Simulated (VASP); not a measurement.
BeTe, 2 atoms in the cell. It takes space group I-4m2 (No. 119, tetragonal). Conventional cell: a = 3.604 Å, b = 3.604 Å, c = 5.540 Å, α = 90.00°, β = 90.00°, γ = 90.00°. Be (site symmetry -4m2) has 4 Te at 2.27 Å within 3.0 Å. Within 3.0 Å of Te (site symmetry -4m2) lie 4 Be at 2.27 Å.  This cell differs from its parent crystal: strain -0.080 along x and y, +0.000 along z.

```yaml
Program: VASP 6.6.1
Task: single point
Functional: LDA
Potentials_or_basis: VASP PAW LDA potentials, release 64 (Be, Te)
Cutoff: 520 eV
k_mesh: 8 × 8 × 8
Occupations: gaussian, width 0.05 eV
Spin: no spin polarisation
Dipole_correction: no
Further_INCAR_settings: ALGO = Normal; EDIFF = 1e-06; NBANDS = 11
```

Potentials or basis: VASP PAW LDA potentials, release 64 (Be, Te).

Command:

```console
$ cat potpaw_LDA.64/Be/POTCAR potpaw_LDA.64/Te/POTCAR > POTCAR
$ mpirun -np 1 vasp_std > vasp.out
```

Hardware: 1 thread of Intel(R) Xeon(R) Platinum 8488C (Sapphire Rapids) (shared host).

How long does it take, and how much memory?

Run time: 19 s on 1 thread of Intel(R) Xeon(R) Platinum 8488C (Sapphire Rapids) (shared host), peak memory 0.15 GiB. Counts: scf iterations 12, k points 59.
